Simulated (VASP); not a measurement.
TiO2: electric field gradients with PBE

TiO2:

```
CELL_PARAMETERS angstrom
4.45398 0.00000 0.00000
0.00000 5.42271 0.00000
0.00000 0.00000 4.87225
ATOMIC_POSITIONS crystal
Ti 0.00000 0.17453 0.25000
Ti 0.50000 0.32547 0.75000
Ti 0.00000 0.82547 0.75000
Ti 0.50000 0.67453 0.25000
O 0.27040 0.38191 0.41969
O 0.22960 0.11809 0.91969
O 0.77040 0.11809 0.58031
O 0.72960 0.38191 0.08031
O 0.72960 0.61809 0.58031
O 0.77040 0.88191 0.08031
O 0.22960 0.88191 0.41969
O 0.27040 0.61809 0.91969
```

| Quantity | Value |
| --- | --- |
| Program | VASP 6.6.1 |
| Task | electric field gradients |
| Functional | PBE |
| Potentials or basis | VASP PAW PBE potentials, release 64 (Ti_sv, O) |
| Cutoff | 520 eV |
| k mesh | 5 × 4 × 4 |
| Occupations | fermi-dirac, width 0.02 eV |
| Spin | no spin polarisation |
| Dipole correction | no |
| Further INCAR settings | ALGO = Normal; EDIFF = 1e-08; NBANDS = 60 |

```yaml
Pressure: 17.1 GPa
Largest_force: 0.202 eV/Å
Band_gap_on_the_k_mesh: 2.75 eV (least direct gap 2.77 eV)
Largest_electric_field_gradient_by_atom: Ti +26.4; O -24.0 V/Å²
```

Forces in eV/Å, atoms in the order of the input:
```
Ti   0.000 -0.139  0.000
Ti   0.000  0.139  0.000
Ti   0.000  0.139  0.000
Ti   0.000 -0.139  0.000
O   -0.008  0.202  0.005
O    0.008 -0.202  0.005
O   -0.008 -0.202 -0.005
O    0.008  0.202 -0.005
O    0.008 -0.202 -0.005
O   -0.008  0.202 -0.005
O    0.008  0.202  0.005
O   -0.008 -0.202  0.005
```

Stress tensor (GPa, compression positive):
```
18.45  0.00  0.00
 0.00 17.21  0.00
 0.00  0.00 15.79
```

Levels at points of the mesh, in eV from the valence-band top:
| k point | band 44 | band 45 | band 46 | band 47 | band 48 | band 49 | band 50 | band 51 | band 52 | band 53 |
| --- | --- | --- | --- | --- | --- | --- | --- | --- | --- | --- |
| (0.00, 0.00, 0.00) | -0.59 | -0.55 | -0.46 | -0.07 | 0.00 | 2.77 | 2.83 | 2.95 | 2.97 | 2.98 |
| (0.00, 0.50, 0.00) | -1.36 | -1.26 | -1.26 | -0.17 | -0.17 | 2.89 | 2.89 | 3.38 | 3.38 | 3.49 |
| (0.00, 0.00, 0.50) | -1.10 | -0.47 | -0.47 | -0.34 | -0.34 | 2.75 | 2.75 | 3.19 | 3.19 | 3.73 |
| (0.00, 0.50, 0.50) | -1.76 | -0.49 | -0.49 | -0.49 | -0.49 | 3.06 | 3.06 | 3.06 | 3.06 | 3.92 |

Electric field gradients, principal values (V/Å²):
| atom | least | middle | greatest (by size) |
| --- | --- | --- | --- |
| 1 Ti | -4.113 | -22.277 | 26.389 |
| 2 Ti | -4.113 | -22.277 | 26.389 |
| 3 Ti | -4.113 | -22.277 | 26.389 |
| 4 Ti | -4.113 | -22.277 | 26.389 |
| 5 O | 6.395 | 17.625 | -24.020 |
| 6 O | 6.395 | 17.625 | -24.020 |
| 7 O | 6.395 | 17.625 | -24.020 |
| 8 O | 6.395 | 17.625 | -24.020 |
| 9 O | 6.395 | 17.625 | -24.020 |
| 10 O | 6.395 | 17.625 | -24.020 |
| 11 O | 6.395 | 17.625 | -24.020 |
| 12 O | 6.395 | 17.625 | -24.020 |

Run time: 3.7 min on 1 thread of Intel(R) Xeon(R) Platinum 8175M CPU @ 2.50GHz (Skylake/Cascade Lake), with other jobs on the host, peak memory 0.29 GiB.

Caveat: the cell stands under pressure; without QUAD_EFG the Cq values of the log hold for a quadrupole moment of 1 mb, not for the nuclei. A k mesh can miss the band edges.
